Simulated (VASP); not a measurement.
Wanted: the native input for a VASP 6.6.1 run.

| Quantity | Value |
| --- | --- |
| Task | single point |
| Functional | PBEsol |
| Potentials or basis | VASP PAW PBE potentials, release 64 (Zr_sv) |
| Cutoff | 520 eV |
| k mesh | 10 × 10 × 10 |
| Occupations | gaussian, width 0.1 eV |
| Spin | no spin polarisation |
| Dipole correction | no |
| Further INCAR settings | ALGO = Normal; EDIFF = 1e-06; NBANDS = 45 |

The structure of Zr lies in POSCAR:

```
Zr
1.0
   -2.4859264687      4.3059070030      3.1116701892
    2.4859264687     -4.3059070030      3.1116701892
    2.4859264687      4.3059070030     -3.1116701892
Zr
6
Direct
    0.2500000000      0.2500000000      0.0000000000
    0.7500000000      0.7500000000      0.0000000000
    0.3333285563     -0.0000322690      0.3332962873
    0.8333285563      0.5000322690      0.3333608253
    0.6666714437      1.0000322690      0.6667037127
    0.1666714437      0.4999677310      0.6666391747
```

One way to write it, as run:

INCAR

```
SYSTEM = Zr
  PREC = Accurate
  ENCUT = 520
  EDIFF = 1E-6
  ISMEAR = 0
  SIGMA = 0.1
  LREAL = .FALSE.
  LASPH = .TRUE.
  NELM = 100
  ALGO = Normal
  ISIF = 2
  LWAVE = .FALSE.
  LCHARG = .FALSE.
  GGA = PS
  NBANDS = 45
```

KPOINTS

```
Automatic mesh
0
G
  10 10 10
  0 0 0
```

Potentials or basis: VASP PAW PBE potentials, release 64 (Zr_sv).

Command:

```console
$ cat potpaw_PBE.64/Zr_sv/POTCAR > POTCAR
$ mpirun -np 1 vasp_std > vasp.out
```

It gave:

```yaml
Pressure: 0.1 GPa
Band_gap_on_the_k_mesh: zero (band 36 reaches 9.65 eV, above the bottom of band 37 at 9.02 eV)
```

Caveat: the PAW data sets were made with another functional, which shifts forces and pressure a little.

It took 15 min on 1 thread of Intel(R) Xeon(R) 6975P-C (Granite Rapids), on a shared host, peak memory 0.8 GiB.
